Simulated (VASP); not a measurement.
A run of VASP 6.6.1 is set up as follows.

The input INCAR:

```
SYSTEM = H5Pt2
ALGO     = Fast           ! electronic algorithm
EDIFF    = 1E-7           ! SCF threshold, eV
ENCUT    = 520            ! plane-wave cutoff, eV
GGA      = PE             ! functional
ISIF     = 2              ! what is computed and relaxed
ISMEAR   = 0              ! smearing method
LASPH    = .TRUE.         ! aspherical terms in the spheres
LCHARG   = .TRUE.         ! write CHGCAR
LELF     = .TRUE.         ! ELF
LREAL    = .FALSE.        ! projectors in reciprocal space
LVHAR    = .TRUE.       
LWAVE    = .FALSE.        ! write WAVECAR
NBANDS   = 22             ! bands
NELM     = 80             ! most SCF steps
PREC     = Accurate       ! precision mode
SIGMA    = 0.1            ! smearing width, eV
```

The input KPOINTS:

```
k-points
0
G
  10 10 10
  0 0 0
```

The input POSCAR:

```
H5Pt2
1.0
    3.9876422694      0.0000000000      0.0000000000
    0.0000000000      3.9876422694      0.0000000000
    0.0000000000      0.0000000000      4.0821020344
H Pt
5 2
Direct
    0.7537341632      0.7537341632      0.8839261344
    0.2462658368      0.2462658368      0.8839261344
    0.2462658368      0.7537341632      0.8839261344
    0.7537341632      0.2462658368      0.8839261344
    0.5000000000      0.5000000000      0.3138611175
    0.5000000000      0.0000000000      0.1270143973
    0.0000000000      0.5000000000      0.1270143973
```

Potentials or basis: VASP PAW PBE potentials, release 64 (H, Pt).

Run with:

```bash
$ cat potpaw_PBE.64/H/POTCAR potpaw_PBE.64/Pt/POTCAR > POTCAR
$ mpirun -np 1 vasp_std > vasp.out
```

(1) Estimate the band gap on the k mesh.

(2) Estimate the pressure.

(3) Estimate the largest force.

## Answers

(1) zero (an odd number of electrons rules out a gap without spin polarisation).

(2) -0.1 GPa.

(3) 0.041 eV/Å.

Caveat: spin-orbit coupling is left out, which moves the levels of the heavy elements; an odd number of electrons without spin polarisation forces a metal; a magnetic or distorted state may lie lower.
